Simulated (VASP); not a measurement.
# TiCdH3: single point with PBE

The system is TiCdH3.

```
CELL_PARAMETERS angstrom
2.31499 -1.70676 -4.25323
0.00000 2.87614 -4.25323
3.37881 1.70676 4.25323
ATOMIC_POSITIONS crystal
Cd 0.34200 0.34200 0.02600
Cd 0.65800 0.65800 0.97400
Ti 0.15600 0.15600 0.46800
Ti 0.84400 0.84400 0.53200
H 0.54000 0.97000 0.77000
H 0.26000 0.54000 0.77000
H 0.97000 0.26000 0.77000
H 0.46000 0.03000 0.23000
H 0.74000 0.46000 0.23000
H 0.03000 0.74000 0.23000
```

* Program: VASP 6.6.1
* Task: single point
* Functional: PBE
* Potentials or basis: VASP PAW PBE potentials, release 64 (Cd, Ti_sv, H)
* Cutoff: 520 eV
* k mesh: 6 × 6 × 6
* Occupations: fermi-dirac, width 0.1 eV
* Spin: no spin polarisation
* Dipole correction: no
* Further INCAR settings: ALGO = Normal; EDIFF = 1e-07; NBANDS = 38

```json
{"Pressure": "1.9 GPa", "Largest force": "2.419 eV/Å", "Band gap on the k mesh": "zero (band 27 reaches 4.19 eV, above the bottom of band 28 at 4.02 eV)"}
```

Forces in eV/Å, atoms in the order of the input:
```
Cd   2.065  1.043  0.706
Cd  -2.065 -1.043 -0.706
Ti   0.200  0.101  0.068
Ti  -0.200 -0.101 -0.068
H   -0.760 -0.873 -1.004
H   -1.463  0.134 -0.436
H   -1.154 -0.967  0.287
H    0.760  0.873  1.004
H    1.463 -0.134  0.436
H    1.154  0.967 -0.287
```

Stress tensor (GPa, compression positive):
```
2.63 0.64 0.43
0.64 1.68 0.22
0.43 0.22 1.51
```

Levels at points of the mesh, in eV from the Fermi level:
| k point | band 24 | band 25 | band 26 | band 27 | band 28 | band 29 | band 30 | band 31 |
| --- | --- | --- | --- | --- | --- | --- | --- | --- |
| (0.00, 0.00, 0.00) | -3.51 | -1.57 | -0.17 | -0.15 | -0.15 | 0.41 | 0.41 | 1.59 |
| (0.50, 0.00, 0.00) | -2.82 | -1.19 | -0.81 | -0.27 | 0.56 | 0.79 | 1.29 | 1.46 |
| (0.50, 0.50, 0.00) | -3.60 | -0.96 | -0.63 | -0.08 | 0.09 | 0.81 | 1.04 | 1.15 |
| (0.00, 0.00, 0.50) | -3.07 | -1.15 | -0.06 | -0.06 | 0.04 | 0.57 | 0.57 | 1.25 |

It took 3 min on 1 thread of Intel(R) Xeon(R) Platinum 8375C CPU @ 2.90GHz (Ice Lake), with other jobs on the host, peak memory 0.33 GiB.

Caveat: forces of over 1 eV/Å act on the atoms, so gaps and moduli don't describe the material at rest.
